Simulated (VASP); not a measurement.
Wanted: the native input for a VASP 6.6.1 run.

* Task: relaxation of volume and atoms at fixed shape
* Functional: PBEsol
* Potentials or basis: VASP PAW PBE potentials, release 64 (Mg)
* Cutoff: 600 eV
* k mesh: 9 × 9 × 5
* Occupations: methfessel-paxton, width 0.1 eV
* Spin: no spin polarisation
* Dipole correction: no
* Further INCAR settings: ALGO = Normal; EDIFF = 1e-06; IBRION = 2; EDIFFG = -0.03; NSW = 80; ISIF = 8

The structure of Mg lies in POSCAR:

```
Mg
1.0
    3.2093000000      0.0000000000      0.0000000000
   -1.6046500000      2.7793350000      0.0000000000
    0.0000000000      0.0000000000      5.2103000000
Mg
2
Direct
    0.3333333333      0.6666666667      0.2500000000
    0.6666666667      0.3333333333      0.7500000000
```

These files were run (other wordings do the same):

INCAR

```
SYSTEM = Mg
PREC = Accurate
ENCUT = 600
EDIFF = 1E-6
ISMEAR = 1
SIGMA = 0.1
LREAL = .FALSE.
LASPH = .TRUE.
NELM = 100
ALGO = Normal
ISIF = 8
LWAVE = .FALSE.
LCHARG = .FALSE.
GGA = PS
IBRION = 2
NSW = 80
EDIFFG = -0.03
```

KPOINTS

```
Automatic mesh
0
G
  9 9 5
  0 0 0
```

Potentials or basis: VASP PAW PBE potentials, release 64 (Mg).

Launch:

```console
$ cat potpaw_PBE.64/Mg/POTCAR > POTCAR
$ mpirun -np 1 vasp_std > vasp.out
```

It gave:

The relaxed volume is 22.45 Å³/atom. The relaxed cell is a = 3.173 Å, b = 3.173 Å, c = 5.151 Å, α = 90.00°, β = 90.00°, γ = 120.00° and the space group after relaxing (to 0.1 Å) is P6_3/mmc (No. 194). The energy gained by relaxing is 3.1 meV/atom. The ionic steps are 3 and the pressure after relaxing is 0.0 GPa. The band gap on the k mesh is zero (bands 2 and 3 overlap by 2.22 eV).

Caveat: the PAW data sets were made with another functional, which shifts forces and pressure a little.

Run time: 26 s on 1 thread of Intel Xeon 8259CL, on a shared host, peak memory 0.19 GiB.
